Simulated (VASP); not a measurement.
## Cu: relaxation of cell and atoms with PBE

The system is Cu.

```
Cu
1.0
     2.49183    0.00000    0.00000
    -1.24592    2.15799    0.00000
     0.00000    0.00000    8.14278
Cu
4
Direct
  0.00000 0.00000 0.00000
  0.33333 0.66667 0.25000
  0.00000 0.00000 0.50000
  0.66667 0.33333 0.75000
```

* Program: VASP 6.6.1
* Task: relaxation of cell and atoms
* Functional: PBE
* Potentials or basis: VASP PAW PBE potentials, release 64 (Cu)
* Cutoff: 600 eV
* k mesh: 18 × 18 × 6
* Occupations: gaussian, width 0.1 eV
* Spin: no spin polarisation
* Target pressure: 15 GPa
* Dipole correction: no
* Further INCAR settings: ALGO = Fast; EDIFF = 1e-06; IBRION = 2; EDIFFG = -0.008; NSW = 70; ISIF = 3

The relaxed volume is 11.01 Å³/atom, the relaxed cell is a = 2.497 Å, b = 2.497 Å, c = 8.159 Å, α = 90.00°, β = 90.00°, γ = 120.00° and the space group after relaxing (to 0.05 Å) is P6_3/mmc (No. 194). The energy change on relaxing (the enthalpy is what falls) is -6.3 meV/atom, the ionic steps are 4 and the pressure after relaxing is 15.0 GPa. The band gap on the k mesh is zero (band 22 reaches 11.98 eV, above the bottom of band 23 at 6.61 eV).

The path:
```
step  energy change (eV)  largest force (eV/Å)  pressure (GPa)  volume (Å³)
   1              0.0000                0.0000           16.71        43.79
   2             -0.0671                0.0000           13.25        44.53
   3             -0.0215                0.0000           15.14        44.01
   4             -0.0250                0.0000           15.04        44.04
```

Final structure:
```yaml
crystal:
  lattice:
    - [2.49672, 0.00000, 0.00000]
    - [-1.24836, 2.16222, 0.00000]
    - [0.00000, 0.00000, 8.15866]
  atoms:
    - { symbol: Cu, position: [0.00000, 0.00000, 0.00000] }
    - { symbol: Cu, position: [0.33333, 0.66667, 0.25000] }
    - { symbol: Cu, position: [0.00000, 0.00000, 0.50000] }
    - { symbol: Cu, position: [0.66667, 0.33333, 0.75000] }
```

Levels at points of the mesh, in eV from the Fermi level:
| k point | band 20 | band 21 | band 22 | band 23 | band 24 | band 25 |
| --- | --- | --- | --- | --- | --- | --- |
| (0.00, 0.00, 0.00) | -2.02 | -2.02 | -1.71 | -1.71 | -1.18 | 4.15 |
| (0.50, 0.00, 0.00) | -1.54 | -0.71 | 0.36 | 1.06 | 1.66 | 5.00 |
| (0.00, 0.00, 0.50) | -2.34 | -1.84 | -1.84 | -1.84 | -1.84 | 7.34 |
| (0.50, 0.00, 0.50) | -1.56 | 0.05 | 0.05 | 1.44 | 1.44 | 5.48 |

It took 4.4 min on 1 thread of AMD EPYC 9R45 (Zen 5) (shared host), peak memory 0.25 GiB.

Caveat: the cell is relaxed towards a set pressure, so the enthalpy falls and the energy may rise.
